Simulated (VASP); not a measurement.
Input of a VASP 6.6.1 run:

Contents of INCAR:

```
PREC = Accurate
ENCUT = 910
EDIFF = 1E-6
ISMEAR = 0
SIGMA = 0.05
LREAL = F
LASPH = T
NELM = 120
ALGO = Normal
ISIF = 2
LWAVE = F
LCHARG = F
NBANDS = 25
GGA_COMPAT = F
```

File KPOINTS:

```
Automatic mesh
0
Gamma
  6 6 8
```

Contents of POSCAR:

```
SiO2
1.0
    4.2549000000      0.0000000000      0.0000000000
    0.0000000000      4.2549000000      0.0000000000
    0.0000000000      0.0000000000      2.5336000000
Si O
2 4
Direct
    0.5000000000      0.5000000000      0.5000000000
    0.0000000000      0.0000000000      0.0000000000
    0.6944252994      0.6944252994      0.0000000000
    0.1944252994      0.8055747006      0.5000000000
    0.3055747006      0.3055747006      0.0000000000
    0.8055747006      0.1944252994      0.5000000000
```

Potentials or basis: VASP PAW LDA potentials, release 64 (Si, O_h).

The run is started by

```sh
$ cat potpaw_LDA.64/Si/POTCAR potpaw_LDA.64/O_h/POTCAR > POTCAR
$ mpirun -np 1 vasp_std > vasp.out
```

**Question.** What does it give for the largest force?

**Answer.** 0.380 eV/Å.

**Question.** Predict the band gap on the k mesh.

**Answer.** 6.03 eV.

**Question.** What does it give for the pressure?

**Answer.** 5.5 GPa.

Stress tensor (GPa, compression positive):
```
-7.63  0.00  0.00
 0.00 -7.63  0.00
 0.00  0.00 31.73
```

Caveat: the cutoff is under 1.25 times the usual one of these potentials, so pressure, stress and relaxed cells hold a basis-set (Pulay) error; the cell stands under pressure. A k mesh can miss the band edges.
